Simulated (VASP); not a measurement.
A run of VASP 6.6.1:

POSCAR

```
Rh
1.0
   -1.5351900535      1.5351900535      1.5351900535
    1.5351900535     -1.5351900535      1.5351900535
    1.5351900535      1.5351900535     -1.5351900535
Rh
1
Direct
    0.0000000000      0.0000000000      0.0000000000
```

File INCAR.step1:

```
PREC = Accurate
ENCUT = 520
ISMEAR = 0
SIGMA = 0.05
LREAL = F
LASPH = T
NELM = 80
NBANDS = 14
GGA = PE
ALGO = Normal
EDIFF = 1E-4
LWAVE = T
LCHARG = F
```

Contents of INCAR.step2:

```
PREC = Accurate
ENCUT = 520
EDIFF = 1E-6
ISMEAR = 0
SIGMA = 0.05
LREAL = F
LASPH = T
NELM = 80
ALGO = Normal
ISIF = 2
LWAVE = F
LCHARG = F
METAGGA = R2SCAN
LMIXTAU = T
NBANDS = 14
ISTART = 1
```

Contents of KPOINTS:

```
regular mesh
0
Gamma
  20 20 20
```

Potentials or basis: VASP PAW PBE potentials, release 64 (Rh_pv).

The run is started by

```bash
$ cat potpaw_PBE.64/Rh_pv/POTCAR > POTCAR
$ cp INCAR.step1 INCAR
$ mpirun -np 1 vasp_std > vasp.out
$ cp INCAR.step2 INCAR
$ mpirun -np 1 vasp_std > vasp.out
```

Hardware: 1 thread of Intel(R) Xeon(R) Platinum 8259CL CPU @ 2.50GHz (Skylake/Cascade Lake), with other jobs on the host.

Question: Estimate the wall time of this run.

Answer: Run time: 96 s on 1 thread of Intel(R) Xeon(R) Platinum 8259CL CPU @ 2.50GHz (Skylake/Cascade Lake) (shared host), peak memory 0.16 GiB. Counts: k points 256.
